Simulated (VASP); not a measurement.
## GaP: single point with PBE

The system is GaP.

```xyz
2
Lattice="0.0000 2.7254 2.7254 2.7254 0.0000 2.7254 2.7254 2.7254 0.0000" Properties=species:S:1:pos:R:3 pbc="T T T"
Ga    0.0000    0.0000    0.0000
P     1.3627    1.3627    1.3627
```

```json
{"Program": "VASP 6.6.1", "Task": "single point", "Functional": "PBE", "Potentials or basis": "VASP PAW PBE potentials, release 64 (Ga_d, P)", "Cutoff": "520 eV", "k mesh": "4 × 4 × 4", "Occupations": "gaussian, width 0.01 eV", "Spin": "no spin polarisation", "Dipole correction": "no", "Further INCAR settings": "ALGO = Normal; EDIFF = 1e-07; NBANDS = 16"}
```

```yaml
Pressure: 2.9 GPa
Band_gap_on_the_k_mesh: 1.63 eV, indirect (least direct gap 1.82 eV)
```

Levels at points of the mesh, in eV from the valence-band top:
```csv
k point,band 6,band 7,band 8,band 9,band 10,band 11,band 12,band 13
"(0.00, 0.00, 0.00)",-12.50,0.00,0.00,0.00,1.82,3.86,3.86,3.86
"(0.50, 0.00, 0.00)",-10.43,-6.65,-1.12,-1.12,1.65,4.69,4.69,8.27
"(0.50, 0.50, 0.00)",-9.52,-6.78,-2.69,-2.69,1.63,1.80,10.58,10.58
```

It took 8.1 s on 1 thread of Intel(R) Xeon(R) Platinum 8375C CPU @ 2.90GHz (Ice Lake), with other jobs on the host, peak memory 0.16 GiB.

Caveat: the k points lie up to 0.50 Å⁻¹ apart. A k mesh can miss the band edges.
